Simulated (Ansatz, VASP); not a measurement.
One calculation of Ti2RuC3, two programs

```
CELL_PARAMETERS angstrom
3.13505 -0.00030 -0.00040
-0.00049 5.29859 0.04355
-0.00073 0.05815 7.29137
ATOMIC_POSITIONS crystal
Ti 0.00000 0.32924 0.66687
Ti 0.50008 0.82630 0.67826
Ti 0.49999 0.17082 0.33304
Ti 0.99997 0.67376 0.32175
Ru 0.00020 0.03078 0.00749
Ru 0.49969 0.46902 0.99248
C 0.00002 0.99841 0.49855
C 0.50002 0.50161 0.50145
C 0.99991 0.33895 0.16897
C 0.50004 0.83726 0.14953
C 0.50009 0.16112 0.83101
C 0.99999 0.66274 0.85059
```

Change from the starting cell: cell x2, atoms moved at random (sigma 0.1 Å) and cell strained at random (1.5 %), then relaxed without symmetry.

Alike in both runs: functional PBE; k mesh 8 × 4 × 4; occupations gaussian, width 0.2 eV; no spin polarisation.

Ansatz relaxed the structure, and its values are those at the end. VASP's run is a single point on that final structure, the one shown.

```csv
,VASP,Ansatz
version,VASP 6.6.1,Ansatz 0.2.0
potentials or method,"VASP PAW PBE potentials, release 64 (Ti_sv, Ru_pv, C), cutoff 520 eV","scalar-relativistic, plane waves, PAW"
valence electrons in the cell,100,104
```

Ansatz gave:

```
gap on the k mesh at the Fermi level (eV) : none
pressure (GPa)                            : 0.0
rms of the force components (eV/Å)        : 0.010
```

Problem. What did VASP give for the same quantities?

Solution. gap on the k mesh at the Fermi level (eV): none; pressure (GPa): 0.2; rms of the force components (eV/Å): 0.010.

A gap of «none» marks a metal or a gap that the smearing closes. VASP's potentials hold 100 valence electrons a cell and Ansatz's 104, so a difference there can come from the potentials and not from the codes.
